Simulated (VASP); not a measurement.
# TiAl3 (I4/mmm) in VASP: further runs, part 2 of 2

VASP 6.6.1. Earlier steps stand in the parts before.

## 3. Electric field gradients, r2SCAN

POSCAR

```
TiAl3
1.0
   -1.9111067713      1.9111067713      4.2806687947
    1.9111067713     -1.9111067713      4.2806687947
    1.9111067713      1.9111067713     -4.2806687947
Ti Al
1 3
Direct
    0.0000000000      0.0000000000      0.0000000000
    0.5000000000      0.5000000000      0.0000000000
    0.7500000000      0.2500000000      0.5000000000
    0.2500000000      0.7500000000      0.5000000000
```

INCAR.step1

```
PREC     = Accurate       # precision mode
ENCUT    = 520            # plane-wave cutoff, eV
ISMEAR   = -1             # smearing method
SIGMA    = 0.05           # smearing width, eV
LREAL    = F              # projectors in reciprocal space
LASPH    = T              # aspherical terms in the spheres
NELM     = 100            # most SCF steps
NBANDS   = 18             # bands
GGA      = PE             # functional
ALGO     = Normal         # electronic algorithm
EDIFF    = 1E-4           # SCF threshold, eV
LWAVE    = T              # write WAVECAR
LCHARG   = F              # write CHGCAR
```

INCAR.step2

```
PREC     = Accurate       # precision mode
ENCUT    = 520            # plane-wave cutoff, eV
EDIFF    = 1E-8           # SCF threshold, eV
ISMEAR   = -1             # smearing method
SIGMA    = 0.05           # smearing width, eV
LREAL    = F              # projectors in reciprocal space
LASPH    = T              # aspherical terms in the spheres
NELM     = 100            # most SCF steps
ALGO     = Normal         # electronic algorithm
ISIF     = 2              # what is computed and relaxed
LWAVE    = F              # write WAVECAR
LCHARG   = F              # write CHGCAR
METAGGA  = R2SCAN         # meta-GGA
LMIXTAU  = T            
LEFG     = T            
NBANDS   = 18             # bands
ISTART   = 1
```

KPOINTS

```
regular mesh
0
Gamma
  12 12 12
```

Potentials or basis: VASP PAW PBE potentials, release 64 (Ti_sv, Al).

Started as:

```
$ cat potpaw_PBE.64/Ti_sv/POTCAR potpaw_PBE.64/Al/POTCAR > POTCAR
$ cp INCAR.step1 INCAR
$ mpirun -np 1 vasp_std > vasp.out
$ cp INCAR.step2 INCAR
$ mpirun -np 1 vasp_std > vasp.out
```

OUTCAR:

```text
PREC = Accurate
   ENCUT = 520
   EDIFF = 1E-8
   ISMEAR = -1
   LREAL = F
   LASPH = T
   NELM = 100
   ISIF = 2
   METAGGA = R2SCAN
   ISTART = 1

 ion  position               nearest neighbor table
   1  0.000  0.000  0.000-   2 2.70   2 2.70   2 2.70   2 2.70   4 2.87   3 2.87   4 2.87   4 2.87
                             3 2.87   3 2.87   4 2.87   3 2.87
   2  0.500  0.500  0.000-   1 2.70   1 2.70   1 2.70   1 2.70   4 2.87   3 2.87   4 2.87   3 2.87
                             4 2.87   4 2.87   3 2.87   3 2.87
   3  0.750  0.250  0.500-   4 2.70   4 2.70   4 2.70   4 2.70   2 2.87   1 2.87   2 2.87   1 2.87
                             2 2.87   2 2.87   1 2.87   1 2.87
   4  0.250  0.750  0.500-   3 2.70   3 2.70   3 2.70   3 2.70   2 2.87   1 2.87   2 2.87   2 2.87
                             1 2.87   1 2.87   2 2.87   1 2.87

  LATTYP: Found a body centered tetragonal cell.
 ALAT       =     3.8222135426
 C/A-ratio  =     2.2398899208

  Lattice vectors:

 A1 = (  -1.9111067713,   1.9111067713,   4.2806687947)
 A2 = (   1.9111067713,  -1.9111067713,   4.2806687947)
 A3 = (   1.9111067713,   1.9111067713,  -4.2806687947)

Analysis of symmetry for initial positions (statically):
=====================================================================
 Subroutine PRICEL returns:
 Original cell was already a primitive cell.

 Routine SETGRP: Setting up the symmetry group for a
 body centered tetragonal supercell.

 Subroutine GETGRP returns: Found 16 space group operations
 (whereof 16 operations were pure point group operations)
 out of a pool of 16 trial point group operations.

The static configuration has the point symmetry D_4h.

Analysis of symmetry for dynamics (positions and initial velocities):
=====================================================================
 Subroutine PRICEL returns:
 Original cell was already a primitive cell.

 Routine SETGRP: Setting up the symmetry group for a
 body centered tetragonal supercell.

 Subroutine GETGRP returns: Found 16 space group operations
 (whereof 16 operations were pure point group operations)
 out of a pool of 16 trial point group operations.

The dynamic configuration has the point symmetry D_4h.

 Subroutine INISYM returns: Found 16 space group operations
 (whereof 16 operations are pure point group operations),
 and found     1 'primitive' translations

----------------------------------------------------------------------------------------

                                     Primitive cell

  volume of cell :      62.5376

  direct lattice vectors                    reciprocal lattice vectors
    -1.911106771  1.911106771  4.280668795     0.000000000  0.261628501  0.116804178
     1.911106771 -1.911106771  4.280668795     0.261628501  0.000000000  0.116804178
     1.911106771  1.911106771 -4.280668795     0.261628501  0.261628501  0.000000000

  length of vectors
     5.062487878  5.062487878  5.062487878     0.286518217  0.286518217  0.369998575

  position of ions in fractional coordinates (direct lattice)
     0.000000000  0.000000000  0.000000000
     0.500000000  0.500000000  0.000000000
     0.750000000  0.250000000  0.500000000
     0.250000000  0.750000000  0.500000000
[... 92 lines left out ...]
   EMIN   =  10.00;   EMAX   =-10.00  energy-range for DOS
   EFERMI =   0.00;   METHOD = LEGACY
   ISMEAR =    -1;   SIGMA  =   0.05  broadening in eV -4-tet -1-fermi 0-gaus
   EFERMI_NEDOS =   21; number of points for ismear=-14 and -15
   IALGO  =     38    algorithm
   IMIX   =      4    mixing-type and parameters
     AMIX     =   0.40;   BMIX     =  1.00
     AMIX_MAG =   1.60;   BMIX_MAG =  1.00
  volume/ion in A,a.u.               =      15.63       105.51
  Fermi-wavevector in a.u.,A,eV,Ry     =   1.137891  2.150303 17.616776  1.294796
  Thomas-Fermi vector in A             =   2.274596
   LORBIT       =      0    0 simple, 1 ext, 2 COOP (PROOUT), +10 PAW based schemes
   METAGGA = R2SCAN    functional components
   LHFCALC =     F    Hartree Fock is set to
   AEXX    =    0.0000 exact exchange contribution
   IVDW    =     0    specifies the selected vdW correction
   LEPSILON=     F    determine dielectric tensor
   LRPA    =     F    only Hartree local field effects (RPA)
 non-spin polarized calculation
  energy-cutoff  :      520.00
  volume of cell :       62.54
 maximum number of plane-waves:      1697
 NGX is ok and might be reduce to    40
   NGX = 19   NGY = 19   NGZ = 19

 number of electron      20.9999999 magnetization

 Free energy of the ion-electron system (eV)
  ---------------------------------------------------
  ext. energy  EPLUGINS =         0.00000000
  ---------------------------------------------------
  free energy    TOTEN  =       -34.91284704 eV

  energy without entropy =      -34.89927245  energy(sigma->0) =      -34.90605974

 E-fermi :   8.3648     XC(G=0): -11.5575

 val. band max:        8.3630638003   @ k =   0.3333  -0.0000   0.0000
 cond. band min:       8.3860960547   @ k =  -0.3333   0.4167   0.3333
 fundamental gap:      0.0230322544
 Fermi energy:         8.3648347179

 k-point     1 :       0.0000    0.0000    0.0000
  band No.  band energies     occupation
      1     -50.4416      2.00000
      2     -25.7139      2.00000
      3     -25.7138      2.00000
      4     -25.6423      2.00000
      5      -2.3835      2.00000
      6       5.3931      2.00000
[... 481 lines left out ...]
      5      -0.1219      2.00000
      6       2.3908      2.00000
[... 10 lines left out ...]
     17      12.8241      0.00000
     18      15.2790      0.00000

 [... further k-points ...]
[... 5 lines left out ...]
  --------------------------------------------------------------------------------------
  -------------------------------------------------------------------------------------
  Total        0.0219813      0.0219813     -0.0266936      0.0000000      0.0000000      0.0000000
  in kB        0.5631483      0.5631483     -0.6838734      0.0000000      0.0000000      0.0000000
  external PRESSURE =       0.1474744 kB  Pullay stress =       0.0000000 kB

 VOLUME and BASIS-vectors are now :
 -----------------------------------------------------------------------------
  energy-cutoff  :      520.00
  volume of cell :       62.54
      direct lattice vectors                 reciprocal lattice vectors
    -1.911106771  1.911106771  4.280668795     0.000000000  0.261628501  0.116804178
     1.911106771 -1.911106771  4.280668795     0.261628501  0.000000000  0.116804178
     1.911106771  1.911106771 -4.280668795     0.261628501  0.261628501  0.000000000

 POSITION                                       TOTAL-FORCE (eV/Angst)
 -----------------------------------------------------------------------------------
      0.00000      0.00000      0.00000         0.000000     -0.000000      0.000000
      0.00000      0.00000      4.28067         0.000000     -0.000000      0.000000
      0.00000      1.91111      2.14033        -0.000000     -0.000000      0.000000
      1.91111      0.00000      2.14033         0.000000      0.000000     -0.000000
 -----------------------------------------------------------------------------------
    total drift:                               -0.000000     -0.000000     -0.000000

  FREE ENERGIE OF THE ION-ELECTRON SYSTEM (eV)
  ---------------------------------------------------
  free  energy   TOTEN  =       -34.9128470379 eV

  energy  without entropy=      -34.8992724468  energy(sigma->0) =      -34.90605974

 Electric field gradients (V/A^2)
---------------------------------------------------------------------
 ion       V_xx      V_yy      V_zz      V_xy      V_xz      V_yz
---------------------------------------------------------------------
   1      12.180    12.180   -24.360    -0.002    -0.001    -0.001
   2     -16.863   -16.863    33.726     0.000     0.000     0.000
   3       4.718     4.718    -9.436     0.000     0.000     0.000
   4       4.718     4.718    -9.436     0.000     0.000     0.000
---------------------------------------------------------------------

 Electric field gradients after diagonalization (V/A^2)
 (convention: |V_zz| > |V_xx| > |V_yy|)
----------------------------------------------------------------------
 ion       V_xx      V_yy      V_zz     asymmetry (V_yy - V_xx)/ V_zz
----------------------------------------------------------------------
   1      12.181    12.178   -24.360       0.000
   2     -16.863   -16.863    33.726       0.000
   3       4.718     4.718    -9.436       0.000
   4       4.718     4.718    -9.436       0.000
----------------------------------------------------------------------

           NMR quadrupolar parameters

 Cq : quadrupolar parameter    Cq=e*Q*V_zz/h
 eta: asymmetry parameters     (V_yy - V_xx)/ V_zz
 Q  : nuclear electric quadrupole moment in mb (millibarn)
----------------------------------------------------------------------
 ion       Cq(MHz)       eta       Q (mb)
----------------------------------------------------------------------
   1      -0.059       0.000       1.000
   2       0.082       0.000       1.000
   3      -0.023       0.000       1.000
   4      -0.023       0.000       1.000
----------------------------------------------------------------------
```

Wall time 23 min (1 thread of Intel Xeon 6975P-C, shared host); peak memory 0.38 GiB.

Results:

```
Free energy : -34.9128 eV
Pressure    : 0.0 GPa
```

Stress tensor (GPa, compression positive):
```
 0.06  0.00  0.00
 0.00  0.06  0.00
 0.00  0.00 -0.07
```

Electric field gradients, principal values (V/Å²):
```
atom    least   middle  greatest (by size)
1 Ti   12.178   12.181             -24.360
2 Al  -16.863  -16.863              33.726
3 Al    4.718    4.718              -9.436
4 Al    4.718    4.718              -9.436
```

Caveat: without QUAD_EFG the Cq values of the log hold for a quadrupole moment of 1 mb, not for the nuclei; the PAW data sets were made with another functional, which shifts forces and pressure a little.
